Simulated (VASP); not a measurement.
Wanted: the native input for a VASP 6.6.1 run.

| Item | Value |
| --- | --- |
| Task | single point |
| Functional | LDA |
| Potentials or basis | VASP PAW LDA potentials, release 64 (Ni_sv_GW) |
| Cutoff | 690 eV |
| k mesh | 12 × 12 × 12 |
| Occupations | gaussian, width 0.1 eV |
| Spin | collinear spin, ferromagnetic start |
| Starting moments | [2.0] μB |
| Dipole correction | no |
| Further INCAR settings | ALGO = Normal; EDIFF = 1e-06; NBANDS = 19 |

The structure of Ni lies in POSCAR:

```
Ni
1.0
    0.0000000000      1.7584000000      1.7584000000
    1.7584000000      0.0000000000      1.7584000000
    1.7584000000      1.7584000000      0.0000000000
Ni
1
Direct
    0.0000000000      0.0000000000      0.0000000000
```

One way to write it, as run:

INCAR

```
SYSTEM = Ni
ALGO = Normal ; EDIFF = 1E-6
ENCUT = 690 ; GGA_COMPAT = .FALSE.
ISIF = 2 ; ISMEAR = 0
ISPIN = 2 ; LASPH = .TRUE.
LCHARG = .TRUE. ; LELF = .TRUE.
LMAXMIX = 4 ; LORBIT = 11
LREAL = .FALSE. ; LVHAR = .TRUE.
LWAVE = .FALSE. ; MAGMOM = 2
NBANDS = 19 ; NELM = 200
PREC = Accurate ; SIGMA = 0.1
```

KPOINTS

```
k-points
0
G
  12 12 12
  0 0 0
```

Potentials or basis: VASP PAW LDA potentials, release 64 (Ni_sv_GW).

The run is started by

```bash
$ cat potpaw_LDA.64/Ni_sv_GW/POTCAR > POTCAR
$ mpirun -np 1 vasp_std > vasp.out
```

Results of the run:

| Item | Value |
| --- | --- |
| Pressure | -17.5 GPa |
| Net moment | 0.62 μB per cell |
| Site moments | Ni +0.64 μB |
| Valence electrons inside the program's atomic spheres | Ni 16.35 |

Caveat: the cell stands under tension.

Wall time 44 s on 1 thread of Intel(R) Xeon(R) Platinum 8488C (Sapphire Rapids), on a shared host, peak memory 0.17 GiB.
